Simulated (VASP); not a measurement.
Input of a VASP 6.6.1 run:

File INCAR:

```
PREC = Accurate
ENCUT = 600
EDIFF = 1E-7
ISMEAR = -1
SIGMA = 0.05
LREAL = F
LASPH = T
NELM = 200
ALGO = Normal
ISIF = 3
LWAVE = F
LCHARG = F
ISPIN = 2
MAGMOM = 3 3 3 3 0 0 0 0 0 0
LORBIT = 11
LMAXMIX = 4
GGA = PE
IBRION = 2
NSW = 60
EDIFFG = -0.01
GGA_COMPAT = F
NELMIN = 4
KPAR = 4
```

KPOINTS

```
Automatic mesh
0
Gamma
  7 7 7
```

POSCAR

```
Fe2O3
1.0
    2.5190000000      1.4543453281      4.5906666667
   -2.5190000000      1.4543453281      4.5906666667
    0.0000000000     -2.9086906562      4.5906666667
Fe O
4 6
Direct
    0.3553000000      0.3553000000      0.3553000000
    0.1447000000      0.1447000000      0.1447000000
    0.6447000000      0.6447000000      0.6447000000
    0.8553000000      0.8553000000      0.8553000000
    0.5559000000      0.2500000000      0.9441000000
    0.2500000000      0.9441000000      0.5559000000
    0.9441000000      0.5559000000      0.2500000000
    0.4441000000      0.7500000000      0.0559000000
    0.7500000000      0.0559000000      0.4441000000
    0.0559000000      0.4441000000      0.7500000000
```

Potentials or basis: VASP PAW PBE potentials, release 64 (Fe, O).

Launch:

```sh
$ cat potpaw_PBE.64/Fe/POTCAR potpaw_PBE.64/O/POTCAR > POTCAR
$ mpirun -np 4 vasp_std > vasp.out
```

Problem. Estimate the space group after relaxing (to 0.1 Å).

Solution. R-3c (No. 167).

Problem. What does it give for the relaxed cell?

Solution. a = 5.227 Å, b = 5.227 Å, c = 5.227 Å, α = 54.44°, β = 54.44°, γ = 54.44°.

Final structure:
```
CELL_PARAMETERS angstrom
2.39087 1.38037 4.43894
-2.39087 1.38037 4.43894
0.00000 -2.76073 4.43894
ATOMIC_POSITIONS crystal
Fe 0.34572 0.34572 0.34572
Fe 0.15428 0.15428 0.15428
Fe 0.65428 0.65428 0.65428
Fe 0.84572 0.84572 0.84572
O 0.56302 0.25000 0.93698
O 0.25000 0.93698 0.56302
O 0.93698 0.56302 0.25000
O 0.43698 0.75000 0.06302
O 0.75000 0.06302 0.43698
O 0.06302 0.43698 0.75000
```
